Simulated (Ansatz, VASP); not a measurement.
Two plane-wave programs on Ir

```
Ir
1.0
     0.00000    1.88796    1.88796
     1.88796    0.00000    1.88796
     1.88796    1.88796    0.00000
Ir
1
Direct
  0.00000 0.00000 0.00000
```

Change from the starting cell: volume scaled by 0.9405, PAW files.

Alike in both runs: task electric field gradients; functional PBE; k mesh 18 × 18 × 18; occupations fermi-dirac, width 0.03 eV; no spin polarisation.

|  | VASP | Ansatz |
| --- | --- | --- |
| version | VASP 6.6.1 | Ansatz 0.2.0 |
| potentials or method | VASP PAW PBE potentials, release 64 (Ir) | PAW with Ansatz's default frozen-core files, scalar-relativistic |
| plane-wave cutoff (eV) | 520 | 420 |
| valence electrons in the cell | 9 | 17 |

```csv
,VASP,Ansatz,Ansatz less VASP
pressure (GPa),32.1,31.2,-0.93
```

Both programs put the cell under a high pressure, so it lies far from rest at this level. VASP's potentials hold 9 valence electrons a cell and Ansatz's 17, so a difference there can come from the potentials and not from the codes.

Spin-orbit coupling is off throughout.
